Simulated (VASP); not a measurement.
Set up this calculation in VASP 6.6.1, as the native input.

| Quantity | Value |
| --- | --- |
| Task | single point |
| Functional | r2SCAN |
| Potentials or basis | VASP PAW PBE potentials, release 64 (C) |
| Cutoff | 520 eV |
| k mesh | 12 × 12 × 12 |
| Occupations | gaussian, width 0.05 eV |
| Spin | no spin polarisation |
| Dipole correction | no |
| Further INCAR settings | ALGO = Normal; EDIFF = 1e-06; NBANDS = 11 |

The system is C.

```
C
1.0
     1.28943    0.74445    3.51436
    -1.28943    0.74445    3.51436
     0.00000   -1.48890    3.51436
C
2
Direct
  0.16400 0.16400 0.16400
  0.83600 0.83600 0.83600
```

This cell differs from its parent crystal: strain +0.050 along x and y, +0.050 along z.

These files were run (other wordings do the same):

POSCAR

```
C
1.0
    1.2894276638      0.7444514088      3.5143613814
   -1.2894276638      0.7444514088      3.5143613814
    0.0000000000     -1.4889028176      3.5143613814
C
2
Direct
    0.1640000000      0.1640000000      0.1640000000
    0.8360000000      0.8360000000      0.8360000000
```

INCAR.step1

```
PREC     = Accurate       # precision mode
ENCUT    = 520            # plane-wave cutoff, eV
ISMEAR   = 0              # smearing method
SIGMA    = 0.05           # smearing width, eV
LREAL    = False          # projectors in reciprocal space
LASPH    = True           # aspherical terms in the spheres
NELM     = 80             # most SCF steps
NBANDS   = 11             # bands
GGA      = PE             # functional
ALGO     = Normal         # electronic algorithm
EDIFF    = 1E-4           # SCF threshold, eV
LWAVE    = True           # write WAVECAR
LCHARG   = False          # write CHGCAR
```

INCAR.step2

```
PREC     = Accurate       # precision mode
ENCUT    = 520            # plane-wave cutoff, eV
EDIFF    = 1E-6           # SCF threshold, eV
ISMEAR   = 0              # smearing method
SIGMA    = 0.05           # smearing width, eV
LREAL    = False          # projectors in reciprocal space
LASPH    = True           # aspherical terms in the spheres
NELM     = 80             # most SCF steps
ALGO     = Normal         # electronic algorithm
ISIF     = 2              # what is computed and relaxed
LWAVE    = False          # write WAVECAR
LCHARG   = False          # write CHGCAR
METAGGA  = R2SCAN         # meta-GGA
LMIXTAU  = True         
NBANDS   = 11             # bands
ISTART   = 1
```

KPOINTS

```
regular mesh
0
Gamma
  12 12 12
```

Potentials or basis: VASP PAW PBE potentials, release 64 (C).

Run with:

```sh
$ cat potpaw_PBE.64/C/POTCAR > POTCAR
$ cp INCAR.step1 INCAR
$ mpirun -np 1 vasp_std > vasp.out
$ cp INCAR.step2 INCAR
$ mpirun -np 1 vasp_std > vasp.out
```

Results of the run:

- Pressure: -31.7 GPa
- Largest force: 0.917 eV/Å
- Band gap on the k mesh: 0.64 eV, direct

Caveat: the cell differs from its parent crystal (strain +0.050 along x and y, +0.050 along z); the PAW data sets were made with another functional, which shifts forces and pressure a little.

Wall time 2.3 min on 1 thread of AMD EPYC 9R45 96-Core Processor (Zen 5), on a shared host, peak memory 0.14 GiB.
